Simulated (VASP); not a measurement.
Write the native input for VASP 6.6.1 that does the following.

| Property | Result |
| --- | --- |
| Task | dielectric tensor |
| Functional | PBE |
| Potentials or basis | VASP PAW PBE potentials, release 64 (Mg, O) |
| Cutoff | 520 eV |
| k mesh | 8 × 8 × 8 |
| Occupations | gaussian, width 0.01 eV |
| Spin | no spin polarisation |
| Dipole correction | no |
| Further INCAR settings | ALGO = Normal; EDIFF = 1e-08 |

The structure of MgO lies in POSCAR:

```
MgO
1.0
    2.6233490555      0.0000000000      0.0000000000
    0.0000000000      2.6233490555      0.0000000000
    0.0000000000      0.0000000000      2.6233490555
Mg O
1 1
Direct
    0.0000000000      0.0000000000      0.0000000000
    0.5000000000      0.5000000000      0.5000000000
```

One way to write it, as run:

INCAR

```
SYSTEM = MgO
PREC = Accurate
ENCUT = 520
EDIFF = 1E-8
ISMEAR = 0
SIGMA = 0.01
LREAL = .False.
LASPH = .True.
NELM = 80
ALGO = Normal
ISIF = 2
LWAVE = .False.
LCHARG = .False.
GGA = PE
LEPSILON = .True.
```

KPOINTS

```
regular mesh
0
Gamma
  8 8 8
  0 0 0
```

Potentials or basis: VASP PAW PBE potentials, release 64 (Mg, O).

Command:

```sh
$ cat potpaw_PBE.64/Mg/POTCAR potpaw_PBE.64/O/POTCAR > POTCAR
$ mpirun -np 1 vasp_std > vasp.out
```

Results of the run:

| Item | Value |
| --- | --- |
| Band gap on the k mesh | 2.62 eV (least direct gap 3.64 eV) |
| Electronic dielectric tensor (diagonal) | 3.67 |
| Born charges (mean of the diagonal) | Mg +2.12; O -2.12 e |

Wall time 31 s on 1 thread of AMD EPYC 9R45 96-Core Processor (Zen 5) (shared host), peak memory 0.12 GiB.
